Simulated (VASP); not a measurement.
# CuSi16 (a cell with a defect) in VASP: further runs

The runs below take CuSi16 (a cell with a defect) through single point, with PBEsol.

Everything below comes from runs of VASP 6.6.1. Logs are shortened: lines on timing, memory, paths and dates and some standing lists are left out, and cuts for length are marked.

## Step 1: The cell of the first run

The cell holds a defect, 17 atoms: a = 7.679 Å, b = 7.679 Å, c = 7.679 Å, α = 60.00°, β = 60.00°, γ = 60.00°.

## Step 2: Single point, PBEsol

Input file INCAR:

```
  PREC = Accurate
  ENCUT = 520
  EDIFF = 1E-6
  ISMEAR = 0
  SIGMA = 0.02
  LREAL = Auto
  LASPH = True
  NELM = 60
  ALGO = Normal
  ISIF = 2
  LWAVE = False
  LCHARG = True
  GGA = PS
  LELF = True
  LVHAR = True
  NELECT = 74.0
  NBANDS = 52
```

Input file KPOINTS:

```
Automatic mesh
0
Gamma
  2 2 2
```

Input file POSCAR:

```
CuSi16
1.0
    0.0000000000      5.4300000000      5.4300000000
    5.4300000000      0.0000000000      5.4300000000
    5.4300000000      5.4300000000      0.0000000000
Si Cu
16 1
Direct
   -0.0377684162      0.0119008287      0.0160704420
    0.1166635359      0.1230662983      0.1209014733
    0.0029327808     -0.0194885820      0.5105758748
    0.1154670350      0.1198731123      0.6429559853
    0.0047684162      0.5090010129     -0.0216107735
    0.1157815838      0.6407504604      0.1198060773
    0.0035281768      0.5056526703      0.5092403315
    0.1690451197      0.6111843462      0.6067580110
    0.4885945672      0.0002790976      0.0011015654
    0.5908287293      0.1370554328      0.1344609576
    0.4876838858      0.0018829650      0.5085516575
    0.6298011050      0.1134217311      0.6271556169
    0.4877942910      0.5100591160      0.0014872928
    0.6312706262      0.6275562615      0.1127288214
    0.5417857274      0.4859627072      0.4868595764
    0.6304056169      0.6290417127      0.6274649171
    0.9917922652      0.3358342541      0.3359451197
```

Potentials or basis: VASP PAW PBE potentials, release 64 (Si, Cu).

Started as:

```sh
$ cat potpaw_PBE.64/Si/POTCAR potpaw_PBE.64/Cu/POTCAR > POTCAR
$ mpirun -np 1 vasp_std > vasp.out
```

OUTCAR:

```text
PREC = Accurate
   ENCUT = 520
   EDIFF = 1E-6
   ISMEAR = 0
   LREAL = Auto
   LASPH = True
   NELM = 60
   ISIF = 2
   GGA = PS
   NELECT = 74.0

 ion  position               nearest neighbor table
   1  0.962  0.012  0.016-  10 2.33   2 2.33   6 2.34   4 2.35
   2  0.117  0.123  0.121-   1 2.33   9 2.33  17 2.42   5 2.42   3 2.45
   3  0.003  0.981  0.511-   8 2.33  17 2.34  12 2.34   4 2.41   2 2.45
   4  0.115  0.120  0.643-  11 2.33   1 2.35   3 2.41   7 2.42  17 2.44
   5  0.005  0.509  0.978-  14 2.34   8 2.35  17 2.35   6 2.41   2 2.42
   6  0.116  0.641  0.120-  13 2.33   1 2.34   5 2.41  17 2.43   7 2.44
   7  0.004  0.506  0.509-   8 2.33  17 2.34  16 2.34   4 2.42   6 2.44
   8  0.169  0.611  0.607-   7 2.33   3 2.33  15 2.34   5 2.35
   9  0.489  0.000  0.001-   2 2.33  10 2.34  14 2.34  12 2.35
  10  0.591  0.137  0.134-   1 2.33   9 2.34  13 2.34  11 2.35
  11  0.488  0.002  0.509-   4 2.33  12 2.34  16 2.34  10 2.35
  12  0.630  0.113  0.627-  11 2.34   3 2.34   9 2.35  15 2.35
  13  0.488  0.510  0.001-   6 2.33  14 2.34  10 2.34  16 2.35
  14  0.631  0.628  0.113-  13 2.34   9 2.34   5 2.34  15 2.36
  15  0.542  0.486  0.487-   8 2.34  16 2.35  12 2.35  14 2.36  17 2.82
  16  0.630  0.629  0.627-   7 2.34  11 2.34  15 2.35  13 2.35
  17  0.992  0.336  0.336-   7 2.34   3 2.34   5 2.35   2 2.42   6 2.43   4 2.44  15 2.82

  LATTYP: Found a face centered cubic cell.
 ALAT       =    10.8600000000

  Lattice vectors:

 A1 = (   0.0000000000,   5.4300000000,   5.4300000000)
 A2 = (   5.4300000000,   0.0000000000,   5.4300000000)
 A3 = (   5.4300000000,   5.4300000000,   0.0000000000)

Analysis of symmetry for initial positions (statically):
=====================================================================
 Subroutine PRICEL returns:
 Original cell was already a primitive cell.

 Routine SETGRP: Setting up the symmetry group for a
 face centered cubic supercell.

 Subroutine GETGRP returns: Found  1 space group operations
 (whereof  1 operations were pure point group operations)
 out of a pool of 48 trial point group operations.

The static configuration has the point symmetry C_1 .

Analysis of symmetry for dynamics (positions and initial velocities):
=====================================================================
 Subroutine PRICEL returns:
 Original cell was already a primitive cell.

 Routine SETGRP: Setting up the symmetry group for a
 face centered cubic supercell.

 Subroutine GETGRP returns: Found  1 space group operations
 (whereof  1 operations were pure point group operations)
 out of a pool of 48 trial point group operations.

The dynamic configuration has the point symmetry C_1 .

 Subroutine INISYM returns: Found  1 space group operations
 (whereof  1 operations are pure point group operations),
 and found     1 'primitive' translations

----------------------------------------------------------------------------------------

                                     Primitive cell

  volume of cell :     320.2060

  direct lattice vectors                    reciprocal lattice vectors
     0.000000000  5.430000000  5.430000000    -0.092081031  0.092081031  0.092081031
     5.430000000  0.000000000  5.430000000     0.092081031 -0.092081031  0.092081031
     5.430000000  5.430000000  0.000000000     0.092081031  0.092081031 -0.092081031

  length of vectors
     7.679179644  7.679179644  7.679179644     0.159489025  0.159489025  0.159489025

  position of ions in fractional coordinates (direct lattice)
     0.962231584  0.011900829  0.016070442
     0.116663536  0.123066298  0.120901473
     0.002932781  0.980511418  0.510575875
     0.115467035  0.119873112  0.642955985
     0.004768416  0.509001013  0.978389226
     0.115781584  0.640750460  0.119806077
[... 9 lines left out ...]
     0.630405617  0.629041713  0.627464917
     0.991792265  0.335834254  0.335945120

  ion indices of the primitive-cell ions
   primitive index   ion index
                 1           1
                 2           2
                 3           3
                 4           4
                 5           5
                 6           6
[... 9 lines left out ...]
                16          16
                17          17

----------------------------------------------------------------------------------------

 KPOINTS: Automatic mesh

Automatic generation of k-mesh.
 Grid dimensions read from file:
 generate k-points for:    2    2    2

 Generating k-lattice:

  Cartesian coordinates                     Fractional coordinates (reciprocal lattice)
    -0.046040516  0.046040516  0.046040516     0.500000000  0.000000000  0.000000000
     0.046040516 -0.046040516  0.046040516     0.000000000  0.500000000  0.000000000
     0.046040516  0.046040516 -0.046040516     0.000000000  0.000000000  0.500000000

  Length of vectors
     0.079744512  0.079744512  0.079744512

  Shift w.r.t. Gamma in fractional coordinates (k-lattice)
     0.000000000  0.000000000  0.000000000

 Subroutine IBZKPT returns following result:
 ===========================================

 Found      8 irreducible k-points:

 Following reciprocal coordinates:
            Coordinates               Weight
  0.000000  0.000000  0.000000      1.000000
  0.500000  0.000000  0.000000      1.000000
  0.000000  0.500000  0.000000      1.000000
  0.000000  0.000000  0.500000      1.000000
  0.500000  0.500000  0.500000      1.000000
  0.500000  0.500000  0.000000      1.000000
  0.000000  0.500000  0.500000      1.000000
  0.500000  0.000000  0.500000      1.000000
   k-points           NKPTS =      8   k-points in BZ     NKDIM =      8   number of bands    NBANDS=     52
   number of dos      NEDOS =    301   number of ions     NIONS =     17
   total plane-waves  NPLWV = 216000
   dimension x,y,z NGX =    60 NGY =   60 NGZ =   60
   dimension x,y,z NGXF=   120 NGYF=  120 NGZF=  120
   ions per type =              16   1
   NGX,Y,Z   is equivalent  to a cutoff of  12.99, 12.99, 12.99 a.u.
   NGXF,Y,Z  is equivalent  to a cutoff of  25.98, 25.98, 25.98 a.u.
 SYSTEM =  unknown system
   PREC   = accura    normal or accurate (medium, high low for compatibility)
   ISTART =      0    job   : 0-new  1-cont  2-samecut
   ICHARG =      2    charge: 1-file 2-atom 10-const
   ISPIN  =      1    spin polarized calculation?
   LNONCOLLINEAR =      F non collinear calculations
   LSORBIT =      F    spin-orbit coupling
   LASPH  =      T    aspherical Exc in radial PAW
   ENCUT  =  520.0 eV  38.22 Ry    6.18 a.u.  14.28 14.28 14.28*2*pi/ulx,y,z
   NELM   =     60;   NELMIN=  2; NELMDL= -5     # of ELM steps
   EDIFF  = 0.1E-05   stopping-criterion for ELM
   LREAL  =      T    real-space projection
   EDIFFG = 0.1E-04   stopping-criterion for IOM
   NSW    =      0    number of steps for IOM
[... 5 lines left out ...]
   TEBEG  =    0.0;   TEEND  =   0.0 temperature during run
   PSTRESS=    0.0 pullay stress
   NELECT =      74.0000    total number of electrons
   NUPDOWN=      -1.0000    fix difference up-down
   EMIN   =  10.00;   EMAX   =-10.00  energy-range for DOS
   EFERMI =   0.00;   METHOD = LEGACY
   ISMEAR =     0;   SIGMA  =   0.02  broadening in eV -4-tet -1-fermi 0-gaus
   EFERMI_NEDOS =   21; number of points for ismear=-14 and -15
   IALGO  =     38    algorithm
   IMIX   =      4    mixing-type and parameters
     AMIX     =   0.40;   BMIX     =  1.00
     AMIX_MAG =   1.60;   BMIX_MAG =  1.00
  volume/ion in A,a.u.               =      18.84       127.11
  Fermi-wavevector in a.u.,A,eV,Ry     =   1.004636  1.898488 13.732283  1.009294
  Thomas-Fermi vector in A             =   2.137265
   LORBIT       =      0    0 simple, 1 ext, 2 COOP (PROOUT), +10 PAW based schemes
   GGA     = PS    functional components
   LHFCALC =     F    Hartree Fock is set to
   AEXX    =    0.0000 exact exchange contribution
   IVDW    =     0    specifies the selected vdW correction
   LEPSILON=     F    determine dielectric tensor
   LRPA    =     F    only Hartree local field effects (RPA)
 non-spin polarized calculation
 Gauss-broadening in eV      SIGMA  =   0.02
  energy-cutoff  :      520.00
  volume of cell :      320.21
 maximum number of plane-waves:      8646
 NGX is ok and might be reduce to    60
   NGX = 29   NGY = 29   NGZ = 29

 number of electron      74.0000001 magnetization

 Free energy of the ion-electron system (eV)
  ---------------------------------------------------
  ext. energy  EPLUGINS =         0.00000000
  ---------------------------------------------------
  free energy    TOTEN  =      -100.07954078 eV

  energy without entropy =     -100.07951963  energy(sigma->0) =     -100.07953020

 E-fermi :   6.3713     XC(G=0):  -9.7601

 val. band max:        6.3270275787   @ k =   0.0000   0.0000   0.0000
 cond. band min:       6.4155090352   @ k =   0.0000   0.0000   0.0000
 fundamental gap:      0.0884814566
 Fermi energy:         6.3712683073

 k-point     1 :       0.0000    0.0000    0.0000
  band No.  band energies     occupation
      1      -5.9691      2.00000
      2      -3.5888      2.00000
      3      -3.5631      2.00000
      4      -3.5462      2.00000
      5      -3.5136      2.00000
      6      -2.0370      2.00000
[... 41 lines left out ...]
     48       8.3695      0.00000
     49       8.4304      0.00000

 k-point     2 :       0.5000    0.0000    0.0000
  band No.  band energies     occupation
      1      -5.3414      2.00000
      2      -4.9572      2.00000
      3      -3.2861      2.00000
      4      -3.2655      2.00000
      5      -3.2609      2.00000
      6      -3.1243      2.00000
[... 41 lines left out ...]
     48       9.7357      0.00000
     49       9.7421      0.00000

 k-point     3 :       0.0000    0.5000    0.0000
  band No.  band energies     occupation
      1      -5.2651      2.00000
      2      -5.0402      2.00000
      3      -3.3675      2.00000
      4      -3.3039      2.00000
      5      -3.1939      2.00000
      6      -3.1065      2.00000
[... 249 lines left out ...]
     48      10.3014      0.00000
     49      10.3330      0.00000

 k-point     8 :       0.5000    0.0000    0.5000
  band No.  band energies     occupation
      1      -5.0121      2.00000
      2      -4.7750      2.00000
      3      -3.9583      2.00000
      4      -3.8272      2.00000
      5      -3.8159      2.00000
      6      -3.7815      2.00000
[... 41 lines left out ...]
     48      10.3056      0.00000
     49      10.3274      0.00000
 [bands above 49 left out]

------------------------ aborting loop because EDIFF is reached ----------------------------------------

  FORCE on cell =-STRESS in cart. coord.  units (eV):
  Direction    XX          YY          ZZ          XY          YZ          ZX
  --------------------------------------------------------------------------------------
  -------------------------------------------------------------------------------------
  Total       -5.2320781     -5.9111892     -5.5204899     -0.1326278      0.4933585      0.5551089
  in kB      -26.1791365    -29.5771249    -27.6222289     -0.6636144      2.4685603      2.7775333
  external PRESSURE =     -27.7928301 kB  Pullay stress =       0.0000000 kB

 VOLUME and BASIS-vectors are now :
 -----------------------------------------------------------------------------
  energy-cutoff  :      520.00
  volume of cell :      320.21
      direct lattice vectors                 reciprocal lattice vectors
     0.000000000  5.430000000  5.430000000    -0.092081031  0.092081031  0.092081031
     5.430000000  0.000000000  5.430000000     0.092081031 -0.092081031  0.092081031
     5.430000000  5.430000000  0.000000000     0.092081031  0.092081031 -0.092081031

 POSITION                                       TOTAL-FORCE (eV/Angst)
 -----------------------------------------------------------------------------------
      0.15188      5.31218      5.28954        -0.008647      0.022285      0.023597
      1.32474      1.28998      1.30173         0.005207      0.005165      0.001708
      8.09660      2.78835      5.34010        -0.002474      0.014449      0.004511
      4.14216      4.11824      1.27790         0.000296      0.017199     -0.011649
      8.07653      5.33855      2.78977        -0.002710     -0.007000      0.014582
      4.12982      1.27924      4.10797        -0.003986     -0.005767      0.000385
[... 9 lines left out ...]
      6.82283      6.83024      6.83880        -0.000391      0.002077     -0.010360
      3.64776      7.20961      7.20901         0.022989     -0.068034     -0.023935
 -----------------------------------------------------------------------------------
    total drift:                               -0.006392     -0.001041      0.001392

  FREE ENERGIE OF THE ION-ELECTRON SYSTEM (eV)
  ---------------------------------------------------
  free  energy   TOTEN  =      -100.0795407768 eV

  energy  without entropy=     -100.0795196250  energy(sigma->0) =     -100.07953020
```

Wall time 12 min (1 thread of Intel Xeon 8259CL, shared host); peak memory 0.5 GiB.

Results:

| Quantity | Value |
| --- | --- |
| Free energy | -100.0795 eV |
| Largest force | 0.076 eV/Å |

Forces in eV/Å, atoms in the order of the input:
```
Si  -0.009  0.022  0.024
Si   0.005  0.005  0.002
Si  -0.002  0.014  0.005
Si   0.000  0.017 -0.012
Si  -0.003 -0.007  0.015
Si  -0.004 -0.006  0.000
Si  -0.013  0.006  0.005
Si  -0.005 -0.032 -0.008
Si  -0.003  0.015  0.010
Si  -0.007  0.014 -0.001
Si  -0.007  0.012  0.012
Si   0.010 -0.002  0.001
Si  -0.007  0.017  0.003
Si   0.000  0.002 -0.005
Si   0.022 -0.012 -0.016
Si   0.000  0.002 -0.010
Cu   0.023 -0.068 -0.024
```

Levels at points of the mesh, in eV from the Fermi level:
| k point | band 35 | band 36 | band 37 | band 38 | band 39 | band 40 |
| --- | --- | --- | --- | --- | --- | --- |
| (0.00, 0.00, 0.00) | -0.67 | -0.22 | -0.04 | 0.04 | 0.15 | 0.47 |
| (0.50, 0.00, 0.00) | -0.91 | -0.62 | -0.53 | 0.46 | 0.85 | 1.28 |
| (0.00, 0.50, 0.00) | -0.93 | -0.91 | -0.77 | 0.48 | 0.99 | 1.07 |
| (0.00, 0.00, 0.50) | -0.94 | -0.92 | -0.80 | 0.46 | 0.99 | 1.06 |
| (0.50, 0.50, 0.50) | -0.92 | -0.91 | -0.76 | 0.48 | 1.00 | 1.07 |
| (0.50, 0.50, 0.00) | -1.52 | -1.44 | -1.17 | 0.59 | 0.82 | 1.78 |
| (0.00, 0.50, 0.50) | -1.53 | -1.45 | -1.16 | 0.59 | 0.81 | 1.78 |
| (0.50, 0.00, 0.50) | -1.51 | -1.44 | -1.19 | 0.60 | 0.82 | 1.79 |

Caveat: the k points lie up to 0.50 Å⁻¹ apart; the cell carries a net charge on a neutralising background, which shifts energy and pressure; the cell is charged against a uniform background, so pressure and absolute levels hang on convention; the PAW data sets were made with another functional, which shifts forces and pressure a little.

## Step 3: Single point, PBEsol

Input file INCAR:

```
SYSTEM = CuSi16
  PREC = Accurate
  ENCUT = 520
  EDIFF = 1E-7
  ISMEAR = 0
  SIGMA = 0.02
  LREAL = Auto
  LASPH = .TRUE.
  NELM = 100
  ALGO = Normal
  ISIF = 2
  LWAVE = .FALSE.
  LCHARG = .FALSE.
  GGA = PS
  NBANDS = 52
  NELECT = 74.0
```

Input file KPOINTS:

```
Automatic mesh
0
G
  2 2 2
  0 0 0
```

Input file POSCAR:

```
CuSi16
1.0
    0.0000000000      5.4300000000      5.4300000000
    5.4300000000      0.0000000000      5.4300000000
    5.4300000000      5.4300000000      0.0000000000
Si Cu
16 1
Direct
   -0.0469366483      0.0180694291      0.0185239411
    0.1166588398      0.1204919890      0.1201142726
    0.0031281768     -0.0137655617      0.5077694291
    0.1164577348      0.1157315838      0.6475603131
    0.0032130755      0.5078674033     -0.0141158379
    0.1165333333      0.6475942910      0.1154662983
    0.0008903315      0.5039262431      0.5038862799
    0.1523201657      0.6135686004      0.6132325046
    0.4901052486     -0.0018181400     -0.0020796501
    0.5801718232      0.1392882136      0.1390742173
    0.4898710866     -0.0010736648      0.5130069982
    0.6310337017      0.1185815838      0.6242303867
    0.4900580110      0.5130077348     -0.0012635359
    0.6309582873      0.6245291897      0.1184201657
    0.5235366483      0.4923081031      0.4921134438
    0.6291703499      0.6255340700      0.6252950276
    1.1378582873      0.2882267956      0.2884953039
```

Potentials or basis: VASP PAW PBE potentials, release 64 (Si, Cu).

Started as:

```sh
$ cat potpaw_PBE.64/Si/POTCAR potpaw_PBE.64/Cu/POTCAR > POTCAR
$ mpirun -np 1 vasp_std > vasp.out
```

Run time: 13 min. Hardware: 1 thread of Intel Xeon 8259CL, shared host; peak memory 0.5 GiB.

The run converged. Its results:

* Free energy: -100.0850 eV
* Largest force: 0.047 eV/Å

Forces in eV/Å, atoms in the order of the input:
```
Si  -0.006 -0.032 -0.014
Si   0.018  0.021  0.023
Si  -0.014  0.001 -0.005
Si   0.024  0.015 -0.015
Si  -0.002 -0.001 -0.010
Si   0.001  0.005  0.001
Si   0.006  0.006  0.005
Si   0.001 -0.015 -0.004
Si   0.001 -0.013 -0.016
Si  -0.011  0.023  0.020
Si  -0.003 -0.008 -0.001
Si   0.010 -0.005 -0.003
Si   0.007 -0.005 -0.006
Si   0.000 -0.006  0.002
Si  -0.006  0.006  0.000
Si   0.009 -0.008 -0.006
Cu  -0.033  0.014  0.029
```

Levels at points of the mesh, in eV from the Fermi level:
```tsv
k point	band 35	band 36	band 37	band 38	band 39	band 40
(0.00, 0.00, 0.00)	-0.68	-0.21	-0.06	0.06	0.19	0.47
(0.50, 0.00, 0.00)	-0.90	-0.64	-0.52	0.44	0.87	1.27
(0.00, 0.50, 0.00)	-0.93	-0.90	-0.79	0.45	1.00	1.09
(0.00, 0.00, 0.50)	-0.93	-0.90	-0.80	0.45	1.00	1.09
(0.50, 0.50, 0.50)	-0.92	-0.89	-0.75	0.49	1.00	1.10
(0.50, 0.50, 0.00)	-1.52	-1.44	-1.17	0.59	0.84	1.82
(0.00, 0.50, 0.50)	-1.53	-1.45	-1.14	0.58	0.84	1.81
(0.50, 0.00, 0.50)	-1.52	-1.44	-1.18	0.59	0.84	1.82
```

Caveat: the k points lie up to 0.50 Å⁻¹ apart; the cell carries a net charge on a neutralising background, which shifts energy and pressure; the cell is charged against a uniform background, so pressure and absolute levels hang on convention; the PAW data sets were made with another functional, which shifts forces and pressure a little.
